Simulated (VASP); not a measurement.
# GdN (Fm-3m) in VASP: further runs

The runs below take GdN through single point, with LDA, PBE.

Program: VASP 6.6.1. These are calculated values, not measurements. Logs are shortened: lines on timing, memory, paths and dates and some standing lists are left out, and cuts for length are marked.

### Step 1. The cell of the first run

Symmetry: Fm-3m, No. 225, cubic system. The conventional cell has a = 4.986 Å, b = 4.986 Å, c = 4.986 Å, α = 90.00°, β = 90.00°, γ = 90.00°. Within 3.3 Å of Gd (site symmetry m-3m) lie 6 N at 2.49 Å. N (site symmetry m-3m) has 6 Gd at 2.49 Å within 3.3 Å.

### Step 2. Single point, LDA, collinear spin, ferromagnetic start

INCAR reads:

```
PREC = Accurate
ENCUT = 520
EDIFF = 1E-7
ISMEAR = 0
SIGMA = 0.05
LREAL = False
LASPH = True
NELM = 150
ALGO = Normal
ISIF = 2
LWAVE = False
LCHARG = True
ISPIN = 2
MAGMOM = 7.55 0
LORBIT = 11
LMAXMIX = 6
GGA = CA
LELF = True
LVHAR = True
NBANDS = 22
```

KPOINTS reads:

```
regular mesh
0
Gamma
  12 12 12
```

POSCAR reads:

```
GdN
1.0
    0.0000000000      2.4927984091      2.4927984091
    2.4927984091      0.0000000000      2.4927984091
    2.4927984091      2.4927984091      0.0000000000
Gd N
1 1
Direct
    0.5000000000      0.5000000000      0.5000000000
    0.0000000000      0.0000000000      0.0000000000
```

Potentials or basis: VASP PAW PBE potentials, release 64 (Gd, N).

Command:

```console
$ cat potpaw_PBE.64/Gd/POTCAR potpaw_PBE.64/N/POTCAR > POTCAR
$ mpirun -np 1 vasp_std > vasp.out
```

OUTCAR:

```text
PREC = Accurate
   ENCUT = 520
   EDIFF = 1E-7
   ISMEAR = 0
   LREAL = False
   LASPH = True
   NELM = 150
   ISIF = 2
   ISPIN = 2
   LORBIT = 11
   GGA = CA

 ion  position               nearest neighbor table
   1  0.500  0.500  0.500-   2 2.49   2 2.49   2 2.49   2 2.49   2 2.49   2 2.49
   2  0.000  0.000  0.000-   1 2.49   1 2.49   1 2.49   1 2.49   1 2.49   1 2.49

  LATTYP: Found a face centered cubic cell.
 ALAT       =     4.9855968182

  Lattice vectors:

 A1 = (   0.0000000000,   2.4927984091,   2.4927984091)
 A2 = (   2.4927984091,   0.0000000000,   2.4927984091)
 A3 = (   2.4927984091,   2.4927984091,   0.0000000000)

Analysis of symmetry for initial positions (statically):
=====================================================================
 Subroutine PRICEL returns:
 Original cell was already a primitive cell.

 Routine SETGRP: Setting up the symmetry group for a
 face centered cubic supercell.

 Subroutine GETGRP returns: Found 48 space group operations
 (whereof 48 operations were pure point group operations)
 out of a pool of 48 trial point group operations.

The static configuration has the point symmetry O_h .

Analysis of symmetry for dynamics (positions and initial velocities):
=====================================================================
 Subroutine PRICEL returns:
 Original cell was already a primitive cell.

 Routine SETGRP: Setting up the symmetry group for a
 face centered cubic supercell.

 Subroutine GETGRP returns: Found 48 space group operations
 (whereof 48 operations were pure point group operations)
 out of a pool of 48 trial point group operations.

The dynamic configuration has the point symmetry O_h .

Analysis of structural, dynamic, and magnetic symmetry:
=====================================================================
 Subroutine PRICEL returns:
 Original cell was already a primitive cell.

 Routine SETGRP: Setting up the symmetry group for a
 face centered cubic supercell.

 Subroutine GETGRP returns: Found 48 space group operations
 (whereof 48 operations were pure point group operations)
 out of a pool of 48 trial point group operations.

The overall configuration has the point symmetry O_h .

 Subroutine INISYM returns: Found 48 space group operations
 (whereof 48 operations are pure point group operations),
 and found     1 'primitive' translations

----------------------------------------------------------------------------------------

                                     Primitive cell

  volume of cell :      30.9807

  direct lattice vectors                    reciprocal lattice vectors
     0.000000000  2.492798409  2.492798409    -0.200577792  0.200577792  0.200577792
     2.492798409  0.000000000  2.492798409     0.200577792 -0.200577792  0.200577792
     2.492798409  2.492798409  0.000000000     0.200577792  0.200577792 -0.200577792

  length of vectors
     3.525349318  3.525349318  3.525349318     0.347410926  0.347410926  0.347410926

  position of ions in fractional coordinates (direct lattice)
     0.500000000  0.500000000  0.500000000
     0.000000000  0.000000000  0.000000000

  ion indices of the primitive-cell ions
   primitive index   ion index
                 1           1
                 2           2

----------------------------------------------------------------------------------------

 KPOINTS: regular mesh

Automatic generation of k-mesh.
 Grid dimensions read from file:
 generate k-points for:   12   12   12

 Generating k-lattice:

  Cartesian coordinates                     Fractional coordinates (reciprocal lattice)
    -0.016714816  0.016714816  0.016714816     0.083333333  0.000000000  0.000000000
     0.016714816 -0.016714816  0.016714816     0.000000000  0.083333333  0.000000000
     0.016714816  0.016714816 -0.016714816     0.000000000  0.000000000  0.083333333

  Length of vectors
     0.028950911  0.028950911  0.028950911

  Shift w.r.t. Gamma in fractional coordinates (k-lattice)
     0.000000000  0.000000000  0.000000000

 Subroutine IBZKPT returns following result:
 ===========================================

 Found     72 irreducible k-points:

 Following reciprocal coordinates:
            Coordinates               Weight
  0.000000  0.000000  0.000000      1.000000
  0.083333  0.000000  0.000000      8.000000
  0.166667  0.000000  0.000000      8.000000
  0.250000  0.000000  0.000000      8.000000
  0.333333  0.000000  0.000000      8.000000
  0.416667  0.000000  0.000000      8.000000
[... 16 lines left out ...]
  0.500000  0.166667  0.000000     24.000000
 -0.416667  0.166667  0.000000     24.000000
 [... further k-points ...]
   k-points           NKPTS =     72   k-points in BZ     NKDIM =     72   number of bands    NBANDS=     22
   number of dos      NEDOS =    301   number of ions     NIONS =      2
   total plane-waves  NPLWV =  21952
   dimension x,y,z NGX =    28 NGY =   28 NGZ =   28
   dimension x,y,z NGXF=    56 NGYF=   56 NGZF=   56
   ions per type =               1   1
   NGX,Y,Z   is equivalent  to a cutoff of  13.20, 13.20, 13.20 a.u.
   NGXF,Y,Z  is equivalent  to a cutoff of  26.41, 26.41, 26.41 a.u.
 SYSTEM =  unknown system
   PREC   = accura    normal or accurate (medium, high low for compatibility)
   ISTART =      0    job   : 0-new  1-cont  2-samecut
   ICHARG =      2    charge: 1-file 2-atom 10-const
   ISPIN  =      2    spin polarized calculation?
   LNONCOLLINEAR =      F non collinear calculations
   LSORBIT =      F    spin-orbit coupling
   LASPH  =      T    aspherical Exc in radial PAW
   ENCUT  =  520.0 eV  38.22 Ry    6.18 a.u.   6.55  6.55  6.55*2*pi/ulx,y,z
   NELM   =    150;   NELMIN=  2; NELMDL= -5     # of ELM steps
   EDIFF  = 0.1E-06   stopping-criterion for ELM
   LREAL  =      F    real-space projection
   EDIFFG = 0.1E-05   stopping-criterion for IOM
   NSW    =      0    number of steps for IOM
   IBRION =     -1    ionic relax: 0-MD 1-quasi-New 2-CG
   NFREE  =      0    steps in history (QN), initial steepest desc. (CG)
   ISIF   =      2    stress and relaxation
   ISYM   =      2    0-nonsym 1-usesym 2-fastsym
   POTIM  = 0.5000    time-step for ionic-motion
   TEBEG  =    0.0;   TEEND  =   0.0 temperature during run
   PSTRESS=    0.0 pullay stress
   NELECT =      23.0000    total number of electrons
   NUPDOWN=      -1.0000    fix difference up-down
   EMIN   =  10.00;   EMAX   =-10.00  energy-range for DOS
   EFERMI =   0.00;   METHOD = LEGACY
   ISMEAR =     0;   SIGMA  =   0.05  broadening in eV -4-tet -1-fermi 0-gaus
   EFERMI_NEDOS =   21; number of points for ismear=-14 and -15
   IALGO  =     38    algorithm
   IMIX   =      4    mixing-type and parameters
     AMIX     =   0.40;   BMIX     =  1.00
     AMIX_MAG =   1.60;   BMIX_MAG =  1.00
  volume/ion in A,a.u.               =      15.49       104.53
  Fermi-wavevector in a.u.,A,eV,Ry     =   1.482360  2.801254 29.897312  2.197390
  Thomas-Fermi vector in A             =   2.596156
   LORBIT       =     11    0 simple, 1 ext, 2 COOP (PROOUT), +10 PAW based schemes
   GGA     = CA    functional components
   LHFCALC =     F    Hartree Fock is set to
   AEXX    =    0.0000 exact exchange contribution
   IVDW    =     0    specifies the selected vdW correction
   LEPSILON=     F    determine dielectric tensor
   LRPA    =     F    only Hartree local field effects (RPA)
 spin polarized calculation
 Gauss-broadening in eV      SIGMA  =   0.05
  energy-cutoff  :      520.00
  volume of cell :       30.98
 maximum number of plane-waves:       869
 NGX is ok and might be reduce to    28
   NGX = 13   NGY = 13   NGZ = 13

 number of electron      23.0000006 magnetization       6.9995071

 Free energy of the ion-electron system (eV)
  ---------------------------------------------------
  ext. energy  EPLUGINS =         0.00000000
  ---------------------------------------------------
  free energy    TOTEN  =       -24.26920903 eV

  energy without entropy =      -24.26906394  energy(sigma->0) =      -24.26913649

 E-fermi :   3.6084     XC(G=0): -11.9654

 val. band max:        3.5135090871   @ k =   0.0833   0.0000   0.0000
 cond. band min:       3.6206771384   @ k =   0.0833   0.0833   0.0000
 fundamental gap:      0.1071680513
 Fermi energy:         3.6083509573

 spin component 1

 k-point     1 :       0.0000    0.0000    0.0000
  band No.  band energies     occupation
      1     -39.7917      1.00000
      2     -16.9632      1.00000
      3     -16.9632      1.00000
      4     -16.9632      1.00000
      5      -9.2769      1.00000
      6       0.1004      1.00000
[... 14 lines left out ...]
     21       8.1580      0.00000
     22      14.2734      0.00000
[... 552 lines left out ...]
  band No.  band energies     occupation
      1     -39.6857      1.00000
      2     -18.0271      1.00000
      3     -17.2612      1.00000
      4     -17.0990      1.00000
      5      -7.7874      1.00000
      6      -0.3396      1.00000
[... 14 lines left out ...]
     21      13.7538      0.00000
     22      15.6482      0.00000

 [... further k-points ...]

 spin component 2

 k-point     1 :       0.0000    0.0000    0.0000
  band No.  band energies     occupation
      1     -36.9768      1.00000
      2     -14.8420      1.00000
      3     -14.8420      1.00000
      4     -14.8420      1.00000
      5      -9.2174      1.00000
      6       2.6777      1.00000
[... 14 lines left out ...]
     21       9.0636      0.00000
     22      14.9605      0.00000
[... 552 lines left out ...]
  band No.  band energies     occupation
      1     -36.8419      1.00000
      2     -16.2237      1.00000
      3     -15.2076      1.00000
      4     -15.0009      1.00000
      5      -7.5843      1.00000
      6       0.0091      1.00000
[... 14 lines left out ...]
     21      14.7585      0.00000
     22      16.4031      0.00000

 [... further k-points ...]

------------------------ aborting loop because EDIFF is reached ----------------------------------------

  FORCE on cell =-STRESS in cart. coord.  units (eV):
  Direction    XX          YY          ZZ          XY          YZ          ZX
  --------------------------------------------------------------------------------------
  -------------------------------------------------------------------------------------
  Total       -1.7284161     -1.7284161     -1.7284161      0.0000000      0.0000000     -0.0000000
  in kB      -89.3855712    -89.3855712    -89.3855712      0.0000000      0.0000000     -0.0000000
  external PRESSURE =     -89.3855712 kB  Pullay stress =       0.0000000 kB

 VOLUME and BASIS-vectors are now :
 -----------------------------------------------------------------------------
  energy-cutoff  :      520.00
  volume of cell :       30.98
      direct lattice vectors                 reciprocal lattice vectors
     0.000000000  2.492798409  2.492798409    -0.200577792  0.200577792  0.200577792
     2.492798409  0.000000000  2.492798409     0.200577792 -0.200577792  0.200577792
     2.492798409  2.492798409  0.000000000     0.200577792  0.200577792 -0.200577792

 POSITION                                       TOTAL-FORCE (eV/Angst)
 -----------------------------------------------------------------------------------
      2.49280      2.49280      2.49280        -0.000000      0.000000      0.000000
      0.00000      0.00000      0.00000         0.000000     -0.000000     -0.000000
 -----------------------------------------------------------------------------------
    total drift:                                0.000000      0.000000      0.000000

  FREE ENERGIE OF THE ION-ELECTRON SYSTEM (eV)
  ---------------------------------------------------
  free  energy   TOTEN  =       -24.2692090318 eV

  energy  without entropy=      -24.2690639418  energy(sigma->0) =      -24.26913649

 total charge

# of ion       s       p       d       f       tot
--------------------------------------------------
    1        2.030   5.628   0.540   7.007  15.204
    2        1.233   2.369   0.000   0.000   3.602
--------------------------------------------------
tot          3.263   7.997   0.540   7.007  18.807

 magnetization (x)

# of ion       s       p       d       f       tot
--------------------------------------------------
    1       -0.003  -0.058   0.080   6.788   6.808
    2       -0.006  -0.055   0.000   0.000  -0.062
--------------------------------------------------
tot         -0.009  -0.113   0.080   6.788   6.746
```

Wall time 8.4 min (1 thread of Intel Xeon 8259CL, shared host); peak memory 0.23 GiB.

Results:

* Free energy: -24.2692 eV
* Pressure: -8.9 GPa
* Band gap on the k mesh: zero (filled and empty bands overlap)
* Net moment: 7.00 μB per cell
* Site moments: Gd +6.81; N -0.06 μB
* Valence electrons inside the program's atomic spheres: Gd 15.20; N 3.60

Levels at points of the mesh, in eV from the Fermi level:
Spin up:
| k point | band 13 | band 14 | band 15 | band 16 | band 17 | band 18 |
| --- | --- | --- | --- | --- | --- | --- |
| (0.00, 0.00, 0.00) | 0.21 | 0.21 | 0.21 | 2.41 | 2.41 | 2.41 |
| (0.50, 0.00, 0.00) | -3.06 | -2.66 | -2.66 | 5.03 | 5.81 | 5.81 |
| (0.50, 0.50, 0.00) | -1.47 | -0.54 | -0.23 | -0.23 | 6.45 | 6.55 |
Spin down:
| k point | band 6 | band 7 | band 8 | band 9 | band 10 | band 11 |
| --- | --- | --- | --- | --- | --- | --- |
| (0.00, 0.00, 0.00) | -0.93 | -0.93 | -0.93 | 1.35 | 1.87 | 1.87 |
| (0.50, 0.00, 0.00) | -4.17 | -2.50 | -2.50 | 1.48 | 1.57 | 1.57 |
| (0.50, 0.50, 0.00) | -1.12 | -0.86 | -0.86 | 0.04 | 1.62 | 1.68 |

Caveat: the cell stands under tension; the PAW data sets were made with another functional, which shifts forces and pressure a little; spin-orbit coupling is left out, which moves the levels of the heavy elements; a cell with one magnetic atom can't hold antiferromagnetic order, which such compounds often take; semilocal functionals describe open f shells poorly, which spoils levels, moments and volumes. The state reached can hang on the start; a lower one may exist.

### Step 3. Single point, PBE, collinear spin, ferromagnetic start

This run uses another cell than the first one, of 15.77 Å³/atom.

INCAR reads:

```
SYSTEM = GdN
  ALGO = Normal
  EDIFF = 1E-6
  ENCUT = 520
  GGA = PE
  ISIF = 2
  ISMEAR = 0
  ISPIN = 2
  LASPH = .True.
  LCHARG = .False.
  LMAXMIX = 6
  LORBIT = 11
  LREAL = .False.
  LWAVE = .False.
  MAGMOM = 7 0
  NBANDS = 22
  NELM = 150
  PREC = Accurate
  SIGMA = 0.05
```

KPOINTS reads:

```
k-points
0
Gamma
  12 12 12
  0 0 0
```

POSCAR reads:

```
GdN
1.0
    0.0000000000      2.5078015361      2.5078015361
    2.5078015361      0.0000000000      2.5078015361
    2.5078015361      2.5078015361      0.0000000000
Gd N
1 1
Direct
    0.5000000000      0.5000000000      0.5000000000
    0.0000000000      0.0000000000      0.0000000000
```

Potentials or basis: VASP PAW PBE potentials, release 64 (Gd, N).

Command:

```console
$ cat potpaw_PBE.64/Gd/POTCAR potpaw_PBE.64/N/POTCAR > POTCAR
$ mpirun -np 1 vasp_std > vasp.out
```

Run time: 9.1 min. Hardware: 1 thread of Intel Xeon 8259CL, shared host; peak memory 0.25 GiB.

Results (log left out):

- Free energy: -23.2122 eV
- Pressure: -2.8 GPa
- Band gap on the k mesh: zero (filled and empty bands overlap)
- Net moment: 7.00 μB per cell
- Site moments: Gd +6.80; N -0.08 μB
- Valence electrons inside the program's atomic spheres: Gd 15.21; N 3.62

Levels at points of the mesh, in eV from the Fermi level:
Spin up:
| k point | band 13 | band 14 | band 15 | band 16 | band 17 | band 18 |
| --- | --- | --- | --- | --- | --- | --- |
| (0.00, 0.00, 0.00) | 0.19 | 0.19 | 0.19 | 2.45 | 2.45 | 2.45 |
| (0.50, 0.00, 0.00) | -3.30 | -2.56 | -2.56 | 4.98 | 5.74 | 5.74 |
| (0.50, 0.50, 0.00) | -1.52 | -0.46 | -0.26 | -0.26 | 6.33 | 6.36 |
Spin down:
```
           k point  band 4  band 5  band 6  band 7  band 8  band 9  band 10  band 11  band 12  band 13
(0.00, 0.00, 0.00)  -18.62  -13.03   -0.88   -0.88   -0.88    1.62     2.13     2.13     2.13     2.75
(0.50, 0.00, 0.00)  -18.72  -11.20   -4.06   -2.43   -2.43    1.74     1.84     1.84     2.07     2.07
(0.50, 0.50, 0.00)  -19.02  -12.74   -1.19   -0.85   -0.85    0.24     1.89     1.95     1.99     1.99
```

Caveat: spin-orbit coupling is left out, which moves the levels of the heavy elements; a cell with one magnetic atom can't hold antiferromagnetic order, which such compounds often take; semilocal functionals describe open f shells poorly, which spoils levels, moments and volumes.

### Step 4. Single point, PBE, collinear spin, ferromagnetic start (15.80 Å³/atom)

This run uses another cell than the first one, of 15.80 Å³/atom.

INCAR reads:

```
SYSTEM = GdN
  PREC = Accurate
  ENCUT = 520
  EDIFF = 1E-7
  ISMEAR = 0
  SIGMA = 0.05
  LREAL = .False.
  LASPH = .True.
  NELM = 150
  ALGO = Normal
  ISIF = 2
  LWAVE = .False.
  LCHARG = .False.
  ISPIN = 2
  MAGMOM = 7.55 0
  LORBIT = 11
  LMAXMIX = 6
  GGA = PE
  NBANDS = 22
```

KPOINTS reads:

```
Automatic mesh
0
Gamma
  12 12 12
  0 0 0
```

POSCAR reads:

```
GdN
1.0
    0.0000000000      2.5093074890      2.5093074890
    2.5093074890      0.0000000000      2.5093074890
    2.5093074890      2.5093074890      0.0000000000
Gd N
1 1
Direct
    0.5000000000      0.5000000000      0.5000000000
    0.0000000000      0.0000000000      0.0000000000
```

Command:

```console
$ cat potpaw_PBE.64/Gd/POTCAR potpaw_PBE.64/N/POTCAR > POTCAR
$ mpirun -np 1 vasp_std > vasp.out
```

Wall time 8.9 min (1 thread of Intel Xeon 8259CL, shared host); peak memory 0.25 GiB.

The run converged. Its results:

```
Free energy                                           : -23.2113 eV
Pressure                                              : -2.9 GPa
Band gap on the k mesh                                : zero (filled and empty bands overlap)
Net moment                                            : 7.00 μB per cell
Site moments                                          : Gd +6.80; N -0.08 μB
Valence electrons inside the program's atomic spheres : Gd 15.21; N 3.62
```

Levels at points of the mesh, in eV from the Fermi level:
Spin up:
```csv
k point,band 11,band 12,band 13,band 14,band 15,band 16,band 17,band 18,band 19,band 20
"(0.00, 0.00, 0.00)",-3.32,-3.32,0.19,0.19,0.19,2.45,2.45,2.45,3.01,4.52
"(0.50, 0.00, 0.00)",-3.34,-3.31,-3.31,-2.55,-2.55,4.98,5.73,5.73,6.47,9.69
"(0.50, 0.50, 0.00)",-3.38,-3.37,-1.53,-0.45,-0.26,-0.26,6.32,6.35,7.40,7.40
```
Spin down:
```tsv
k point	band 4	band 5	band 6	band 7	band 8	band 9	band 10	band 11	band 12	band 13
(0.00, 0.00, 0.00)	-18.63	-13.02	-0.88	-0.88	-0.88	1.61	2.13	2.13	2.13	2.74
(0.50, 0.00, 0.00)	-18.73	-11.20	-4.06	-2.43	-2.43	1.74	1.83	1.83	2.06	2.06
(0.50, 0.50, 0.00)	-19.03	-12.73	-1.19	-0.85	-0.85	0.25	1.88	1.94	1.99	1.99
```

Caveat: spin-orbit coupling is left out, which moves the levels of the heavy elements; a cell with one magnetic atom can't hold antiferromagnetic order, which such compounds often take; semilocal functionals describe open f shells poorly, which spoils levels, moments and volumes. With open d or f shells a metallic result of PBE can be an artefact of self-interaction; +U or a hybrid may open a gap.

### Step 5. Summary

| level | cell | gap on the mesh (eV) | pressure (GPa) | moment (μB) |
| --- | --- | --- | --- | --- |
| LDA | a = 3.525 Å, angles 60.0°, 2 atoms | none | -8.9 | 7.00 |
| PBE | a = 3.547 Å, angles 60.0°, 2 atoms | none | -2.8 | 7.00 |
| PBE | a = 3.549 Å, angles 60.0°, 2 atoms | none | -2.9 | 7.00 |

Alike in all rows: task single point; potentials or basis VASP PAW PBE potentials, release 64 (Gd, N); spin collinear, ferromagnetic start; k mesh 12 × 12 × 12; cutoff (eV) 520; smearing gaussian 0.05 eV.

Caveats: spin-orbit coupling is left out, which moves the levels of the heavy elements; a cell with one magnetic atom can't hold antiferromagnetic order, which such compounds often take; semilocal functionals describe open f shells poorly, which spoils levels, moments and volumes; the cell stands under tension (at least some runs); the PAW data sets were made with another functional, which shifts forces and pressure a little (at least some runs).

Total energies depend on the potentials used, so only differences within one code and one set of settings carry meaning.
